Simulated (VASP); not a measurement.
Wanted: the native input for a VASP 6.6.1 run.

* Task: single point
* Functional: PBEsol
* Potentials or basis: VASP PAW PBE potentials, release 64 (Ir)
* Cutoff: 500 eV
* k mesh: 11 × 11 × 6
* Occupations: fermi-dirac, width 0.05 eV
* Spin: no spin polarisation
* Dipole correction: no
* Further INCAR settings: ALGO = Normal; EDIFF = 1e-06; NBANDS = 16

The structure of Ir lies in POSCAR:

```
Ir
1.0
    2.6968443915      0.0000000000      0.0000000000
   -1.3484221957      2.3355357531      0.0000000000
    0.0000000000      0.0000000000      4.3743564132
Ir
2
Direct
    0.3333333333      0.6666666667      0.2500000000
    0.6666666667      0.3333333333      0.7500000000
```

One way to write it, as run:

INCAR

```
SYSTEM = Ir
PREC     = Accurate       ! precision mode
ENCUT    = 500            ! plane-wave cutoff, eV
EDIFF    = 1E-6           ! SCF threshold, eV
ISMEAR   = -1             ! smearing method
SIGMA    = 0.05           ! smearing width, eV
LREAL    = .False.        ! projectors in reciprocal space
LASPH    = .True.         ! aspherical terms in the spheres
NELM     = 120            ! most SCF steps
ALGO     = Normal         ! electronic algorithm
ISIF     = 2              ! what is computed and relaxed
LWAVE    = .False.        ! write WAVECAR
LCHARG   = .False.        ! write CHGCAR
GGA      = PS             ! functional
NBANDS   = 16             ! bands
GGA_COMPAT= .False.
```

KPOINTS

```
regular mesh
0
Gamma
  11 11 6
  0 0 0
```

Potentials or basis: VASP PAW PBE potentials, release 64 (Ir).

Command:

```bash
$ cat potpaw_PBE.64/Ir/POTCAR > POTCAR
$ mpirun -np 1 vasp_std > vasp.out
```

It gave:

* Pressure: 11.2 GPa
* Band gap on the k mesh: zero (band 9 reaches 11.87 eV, above the bottom of band 10 at 8.45 eV)

Caveat: the PAW data sets were made with another functional, which shifts forces and pressure a little; spin-orbit coupling is left out, which moves the levels of the heavy elements.

Wall time 33 s on 1 thread of Intel Xeon 8259CL (shared host), peak memory 0.15 GiB.
